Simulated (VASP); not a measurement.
TaN:

```
Ta N
1.0
     0.00000    2.11949    2.11949
     2.11949    0.00000    2.11949
     2.11949    2.11949    0.00000
Ta N
1 1
Direct
  0.50000 0.50000 0.50000
  0.00000 0.00000 0.00000
```

Base run:

| Item | Value |
| --- | --- |
| Program | VASP 6.6.1 |
| Functional | LDA |
| Potentials or basis | VASP PAW LDA potentials, release 64 (Ta_pv, N) |
| Cutoff | 520 eV |
| k mesh | 18 × 18 × 18 |
| Occupations | gaussian, width 0.15 eV |
| Spin | no spin polarisation |

Its results: band gap on the k mesh zero (band 8 reaches 12.96 eV, above the bottom of band 9 at 8.25 eV); pressure 36.8 GPa.

Problem. The run is repeated on the same cell with these changes: potentials or basis from VASP PAW LDA potentials, release 64 (Ta_pv, N) to VASP PAW LDA potentials, release 64 (Ta_sv_GW, N); cutoff from 520 eV to 600 eV; further incar settings from ALGO = Normal; EDIFF = 1e-07; NBANDS = 15 to ALGO = Normal; EDIFF = 1e-06; NBANDS = 16; valence electrons from 16 to 18. What comes out?

Solution. Band gap on the k mesh zero (band 9 reaches 17.52 eV, above the bottom of band 10 at 12.81 eV); pressure 35.7 GPa.

Caveats: spin-orbit coupling is left out, which moves the levels of the heavy elements.
